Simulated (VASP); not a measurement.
Input of a VASP 6.6.1 run:

The input INCAR:

```
PREC = Accurate
ENCUT = 520
EDIFF = 1E-6
ISMEAR = 0
SIGMA = 0.1
LREAL = F
LASPH = T
NELM = 60
ALGO = Normal
ISIF = 2
LWAVE = F
LCHARG = F
GGA = PE
NBANDS = 34
```

File KPOINTS:

```
regular mesh
0
Gamma
  12 12 12
```

Contents of POSCAR:

```
TaMo2C3
1.0
   -2.1595905783      2.1595905783      4.1786827786
    2.1595905783     -2.1595905783      4.1786827786
    2.1595905783      2.1595905783     -4.1786827786
Ta Mo C
1 2 3
Direct
    0.8689240116      0.8689240116      0.0000000000
    0.6258071200      0.1258071200      0.5000000000
    0.1258071200      0.6258071200      0.5000000000
    0.6149090169      0.6149090169      0.0000000000
    0.8626553408      0.3626553408      0.5000000000
    0.3626553408      0.8626553408      0.5000000000
```

Potentials or basis: VASP PAW PBE potentials, release 64 (Ta_pv, Mo_sv, C).

Run with:

```sh
$ cat potpaw_PBE.64/Ta_pv/POTCAR potpaw_PBE.64/Mo_sv/POTCAR potpaw_PBE.64/C/POTCAR > POTCAR
$ mpirun -np 1 vasp_std > vasp.out
```

(1) Predict the band gap on the k mesh.

(2) Estimate the largest force.

(3) Predict the pressure.

Answers

(1) zero (an odd number of electrons rules out a gap without spin polarisation).

(2) 0.033 eV/Å.

(3) 0.4 GPa.

Caveat: spin-orbit coupling is left out, which moves the levels of the heavy elements.
